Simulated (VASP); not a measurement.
# HC4 in VASP: notebook, part 2 of 2

VASP 6.6.1. The steps go on from the part before.

### 3 Relaxation of the atoms, r2SCAN

Input file POSCAR:

```
HC4
1.0
    2.5222500000      0.0000000000      0.0000000000
    1.2611250000      2.1843320000      0.0000000000
    0.0000000000      0.0000000000     19.9150770000
C H
8 2
Direct
    0.0000000000      0.0000000000      0.3319600000
    0.3333330000      0.3333330000      0.3578120000
    0.3333330000      0.3333330000      0.4353690000
    0.6666670000      0.6666670000      0.4612210000
    0.6666670000      0.6666670000      0.5387790000
    0.0000000000      0.0000000000      0.5646310000
    0.0000000000      0.0000000000      0.6421880000
    0.3333330000      0.3333330000      0.6680400000
    0.3333330000      0.3333330000      0.7238270000
    0.0000000000      0.0000000000      0.2761730000
```

Input file INCAR.step1:

```
SYSTEM = HC4
ALGO = Normal
EDIFF = 1E-4
ENCUT = 520
GGA = PE
ISMEAR = 0
LASPH = .True.
LCHARG = .False.
LREAL = .False.
LWAVE = .True.
NELM = 80
PREC = Accurate
SIGMA = 0.01
```

Input file INCAR.step2:

```
SYSTEM = HC4
ALGO = Normal
EDIFF = 1E-6
EDIFFG = -0.005
ENCUT = 520
IBRION = 2
ISIF = 2
ISMEAR = 0
ISTART = 1
LASPH = .True.
LCHARG = .False.
LMIXTAU = .True.
LREAL = .False.
LWAVE = .False.
METAGGA = R2SCAN
NELM = 80
NSW = 100
PREC = Accurate
SIGMA = 0.01
```

Input file KPOINTS:

```
k-points
0
Gamma
  8 8 1
  0 0 0
```

Potentials or basis: VASP PAW PBE potentials, release 64 (C, H).

Run with:

```
$ cat potpaw_PBE.64/C/POTCAR potpaw_PBE.64/H/POTCAR > POTCAR
$ cp INCAR.step1 INCAR
$ mpirun -np 1 vasp_std > vasp.out
$ cp INCAR.step2 INCAR
$ mpirun -np 1 vasp_std > vasp.out
```

OUTCAR:

```text
SYSTEM = HC4
   EDIFF = 1E-6
   EDIFFG = -0.005
   ENCUT = 520
   IBRION = 2
   ISIF = 2
   ISMEAR = 0
   ISTART = 1
   LASPH = .True.
   LREAL = .False.
   METAGGA = R2SCAN
   NELM = 80
   NSW = 100
   PREC = Accurate

 ion  position               nearest neighbor table
   1  0.000  0.000  0.332-  10 1.11   2 1.54   2 1.54   2 1.54
   2  0.333  0.333  0.358-   1 1.54   3 1.54   1 1.54   1 1.54
   3  0.333  0.333  0.435-   4 1.54   4 1.54   2 1.54   4 1.54
   4  0.667  0.667  0.461-   3 1.54   3 1.54   3 1.54   5 1.54
   5  0.667  0.667  0.539-   6 1.54   6 1.54   6 1.54   4 1.54
   6  0.000  0.000  0.565-   5 1.54   7 1.54   5 1.54   5 1.54
   7  0.000  0.000  0.642-   8 1.54   6 1.54   8 1.54   8 1.54
   8  0.333  0.333  0.668-   9 1.11   7 1.54   7 1.54   7 1.54
   9  0.333  0.333  0.724-   8 1.11
  10  0.000  0.000  0.276-   1 1.11

  LATTYP: Found a hexagonal cell.
 ALAT       =     2.5222495023
 C/A-ratio  =     7.8957601069

  Lattice vectors:

 A1 = (  -1.2611250000,  -2.1843320000,   0.0000000000)
 A2 = (   2.5222500000,   0.0000000000,   0.0000000000)
 A3 = (   0.0000000000,   0.0000000000,  19.9150770000)

Analysis of symmetry for initial positions (statically):
=====================================================================
 Subroutine PRICEL returns:
 Original cell was already a primitive cell.

 Routine SETGRP: Setting up the symmetry group for a
 hexagonal supercell.

 Subroutine GETGRP returns: Found 12 space group operations
 (whereof  6 operations were pure point group operations)
 out of a pool of 24 trial point group operations.

The static configuration has the point symmetry C_3v.
 The point group associated with its full space group is D_3d.

Analysis of symmetry for dynamics (positions and initial velocities):
=====================================================================
 Subroutine PRICEL returns:
 Original cell was already a primitive cell.

 Routine SETGRP: Setting up the symmetry group for a
 hexagonal supercell.

 Subroutine GETGRP returns: Found 12 space group operations
 (whereof  6 operations were pure point group operations)
[... 128 lines left out ...]
   LORBIT       =      0    0 simple, 1 ext, 2 COOP (PROOUT), +10 PAW based schemes
   METAGGA = R2SCAN    functional components
   LHFCALC =     F    Hartree Fock is set to
   AEXX    =    0.0000 exact exchange contribution
   IVDW    =     0    specifies the selected vdW correction
   LEPSILON=     F    determine dielectric tensor
   LRPA    =     F    only Hartree local field effects (RPA)
 conjugate gradient relaxation of ions
 non-spin polarized calculation
 Gauss-broadening in eV      SIGMA  =   0.01
  energy-cutoff  :      520.00
  volume of cell :      109.72
 maximum number of plane-waves:      3003
   NGX =  9   NGY =  9   NGZ = 75

--------------------------------------- Ionic step        1  -------------------------------------------

 number of electron      34.0000000 magnetization

 Free energy of the ion-electron system (eV)
  ---------------------------------------------------
  ext. energy  EPLUGINS =         0.00000000
  ---------------------------------------------------
  free energy    TOTEN  =       -86.15941802 eV

  energy without entropy =      -86.15941802  energy(sigma->0) =      -86.15941802

------------------------ aborting loop because EDIFF is reached ----------------------------------------

  FORCE on cell =-STRESS in cart. coord.  units (eV):
  Direction    XX          YY          ZZ          XY          YZ          ZX
  --------------------------------------------------------------------------------------
  -------------------------------------------------------------------------------------
  Total       -0.3903970     -0.3903968     -2.0896502      0.0000000      0.0000000      0.0000000
  in kB       -5.7007014     -5.7006984    -30.5137382      0.0000000      0.0000000      0.0000000
  external PRESSURE =     -13.9717127 kB  Pullay stress =       0.0000000 kB
[... 113 lines left out ...]
  FREE ENERGIE OF THE ION-ELECTRON SYSTEM (eV)
  ---------------------------------------------------
  free  energy   TOTEN  =       -86.1805320147 eV

  energy  without entropy=      -86.1805320147  energy(sigma->0) =      -86.18053201

[... ionic steps 4 to 10 ...]

--------------------------------------- Ionic step       11  -------------------------------------------

 number of electron      34.0000000 magnetization

------------------------ aborting loop because EDIFF is reached ----------------------------------------
[... 83 lines left out ...]
--------------------------------------- Ionic step       13  -------------------------------------------

 number of electron      34.0000000 magnetization

 Free energy of the ion-electron system (eV)
  ---------------------------------------------------
  ext. energy  EPLUGINS =         0.00000000
  ---------------------------------------------------
  free energy    TOTEN  =       -86.18825711 eV

  energy without entropy =      -86.18825711  energy(sigma->0) =      -86.18825711

 E-fermi :   2.0370     XC(G=0):  -7.1557

 val. band max:        1.9175806467   @ k =   0.0000   0.0000   0.0000
 cond. band min:       5.2160889563   @ k =   0.0000   0.0000   0.0000
 fundamental gap:      3.2985083096
 Fermi energy:         2.0370410238

 k-point     1 :       0.0000    0.0000    0.0000
  band No.  band energies     occupation
      1     -20.0613      2.00000
      2     -19.0846      2.00000
      3     -17.5183      2.00000
      4     -15.5965      2.00000
      5     -10.9775      2.00000
      6      -8.5721      2.00000
[... 286 lines left out ...]
  FREE ENERGIE OF THE ION-ELECTRON SYSTEM (eV)
  ---------------------------------------------------
  free  energy   TOTEN  =       -86.1882571143 eV

  energy  without entropy=      -86.1882571143  energy(sigma->0) =      -86.18825711

 reached required accuracy - stopping structural energy minimisation
```

OSZICAR.step1:

```text
N       E                     dE             d eps       ncg     rms          rms(c)
DAV:   1     0.211385194571E+03    0.21139E+03   -0.16755E+04   460   0.131E+03
DAV:   2    -0.655486802925E+02   -0.27693E+03   -0.26794E+03   661   0.294E+02
DAV:   3    -0.835945499448E+02   -0.18046E+02   -0.17965E+02   572   0.798E+01
DAV:   4    -0.839990473045E+02   -0.40450E+00   -0.40367E+00   648   0.134E+01
DAV:   5    -0.840110652541E+02   -0.12018E-01   -0.12016E-01   659   0.211E+00    0.121E+01
DAV:   6    -0.811522713527E+02    0.28588E+01   -0.26164E+00   572   0.906E+00    0.702E+00
DAV:   7    -0.801831299393E+02    0.96914E+00   -0.23568E+00   580   0.898E+00    0.194E+00
DAV:   8    -0.801668663307E+02    0.16264E-01   -0.15425E-01   602   0.269E+00    0.471E-01
DAV:   9    -0.801613760427E+02    0.54903E-02   -0.27893E-02   588   0.114E+00    0.164E-01
DAV:  10    -0.801600493869E+02    0.13267E-02   -0.26567E-03   625   0.351E-01    0.927E-02
DAV:  11    -0.801584276585E+02    0.16217E-02   -0.12025E-03   588   0.220E-01    0.514E-02
DAV:  12    -0.801576590025E+02    0.76866E-03   -0.96742E-04   552   0.164E-01    0.494E-02
DAV:  13    -0.801576535746E+02    0.54280E-05   -0.10462E-04   401   0.895E-02
   1 F= -.80157654E+02 E0= -.80157654E+02  d E =-.153937E-79
```

It took 18 min on 1 thread of Intel Xeon 6975P-C, shared host; peak memory 0.26 GiB.

What came out:

```yaml
Free_energy: -86.1883 eV
Energy_gained_by_relaxing: 2.9 meV/atom
Ionic_steps: 13
Band_gap_on_the_k_mesh: 3.30 eV, direct
```

Step by step:
```
step  energy change (eV)  largest force (eV/Å)  pressure (GPa)
   1              0.0000                0.9266           -1.40
   2              0.0836                2.0060           -0.94
   3             -0.0211                0.3754           -1.30
   4             -0.0238                0.2964           -0.75
   5             -0.0258                0.1144           -0.97
   6             -0.0267                0.1095           -0.83
   7             -0.0267                0.1040           -0.83
   8             -0.0277                0.0848           -0.68
   9             -0.0282                0.1701           -0.46
  10             -0.0286                0.1005           -0.38
  11             -0.0288                0.0076           -0.27
  12             -0.0288                0.0069           -0.28
  13             -0.0288                0.0017           -0.28
```

Final structure:
```xyz
10
Lattice="2.5223 0.0000 0.0000 1.2611 2.1843 0.0000 0.0000 0.0000 19.9151" Properties=species:S:1:pos:R:3 pbc="T T T"
C     2.5223    0.0000    6.6352
C     1.2611    0.7281    7.1226
C     1.2611    0.7281    8.6723
C     2.5223    1.4562    9.1855
C     2.5223    1.4562   10.7295
C     0.0000    0.0000   11.2428
C     0.0000    0.0000   12.7925
C     1.2611    0.7281   13.2798
H     1.2611    0.7281   14.3844
H     0.0000    0.0000    5.5307
```

Levels at points of the mesh, in eV from the valence-band top:
| k point | band 15 | band 16 | band 17 | band 18 | band 19 | band 20 |
| --- | --- | --- | --- | --- | --- | --- |
| (0.00, 0.00, 0.00) | -0.89 | 0.00 | 0.00 | 3.30 | 3.31 | 4.79 |
| (0.50, 0.00, 0.00) | -4.11 | -3.15 | -3.04 | 5.59 | 5.94 | 6.44 |

Caveat: the PAW data sets were made with another functional, which shifts forces and pressure a little.
